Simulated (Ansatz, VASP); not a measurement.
Two plane-wave programs on InO

```
In O
1.0
     3.42978    0.00000    0.00000
    -1.71489    2.97028    0.00000
     0.00000    0.00000   15.85202
In O
2 2
Direct
  0.66667 0.33333 0.58953
  0.66667 0.33333 0.41047
  0.00000 0.00000 0.63988
  0.00000 0.00000 0.36012
```

Alike in both runs: functional PBE; dispersion D3(BJ); k mesh 12 × 12 × 4; occupations gaussian, width 0.02 eV; no spin polarisation.

Ansatz relaxed the structure, and its values are those at the end. VASP's run is a single point on that final structure, the one shown.

|  | VASP | Ansatz |
| --- | --- | --- |
| version | VASP 6.6.1 | Ansatz 0.2.0 |
| potentials or method | VASP PAW PBE potentials, release 64 (In_d, O), cutoff 520 eV | scalar-relativistic, plane waves, PAW |
| valence electrons in the cell | 38 | 38 |

|  | VASP | Ansatz | Ansatz less VASP |
| --- | --- | --- | --- |
| gap on the k mesh at the Fermi level (eV) | 0.43 | 0.44 | +0.011 |
| least direct gap on the mesh (eV) | 1.16 | 1.17 | +0.011 |
| rms of the force components (eV/Å) | 0.019 | 0.001 | -0.0183 |

Ansatz's warnings: xc potential rough in thin density.
